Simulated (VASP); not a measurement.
Input of a VASP 6.6.1 run:

INCAR

```
SYSTEM = Ge
PREC = Accurate
ENCUT = 520
EDIFF = 1E-6
ISMEAR = -1
SIGMA = 0.02
LREAL = .False.
LASPH = .True.
NELM = 150
ALGO = Normal
ISIF = 2
LWAVE = .False.
LCHARG = .False.
MAGMOM = 0 0 0 0 0 0 0 0 0 0 0 0
LORBIT = 11
LSORBIT = .True.
GGA_COMPAT = .False.
LORBMOM = .True.
GGA = PE
NBANDS = 70
KPAR = 4
```

Contents of KPOINTS:

```
Automatic mesh
0
Gamma
  12 12 4
  0 0 0
```

The input POSCAR:

```
Ge
1.0
    3.9976151877      0.0000000000      0.0000000000
   -1.9988075938      3.4620363071      0.0000000000
    0.0000000000      0.0000000000      6.5928194951
Ge
4
Direct
    0.3333333333      0.6666666667      0.0003695976
    0.6666666667      0.3333333333      0.5003695976
    0.3333333333      0.6666666667      0.3746304024
    0.6666666667      0.3333333333      0.8746304024
```

Potentials or basis: VASP PAW PBE potentials, release 64 (Ge_d).

Launch:

```sh
$ cat potpaw_PBE.64/Ge_d/POTCAR > POTCAR
$ mpirun -np 4 vasp_ncl > vasp.out
```

Task: What does it give for the pressure?

Result: 2.9 GPa.

Task: Predict the largest force.

Result: 0.007 eV/Å.

Forces in eV/Å, atoms in the order of the input:
```
Ge   0.000  0.000  0.007
Ge   0.000  0.000  0.007
Ge   0.000  0.000 -0.007
Ge   0.000  0.000 -0.007
```
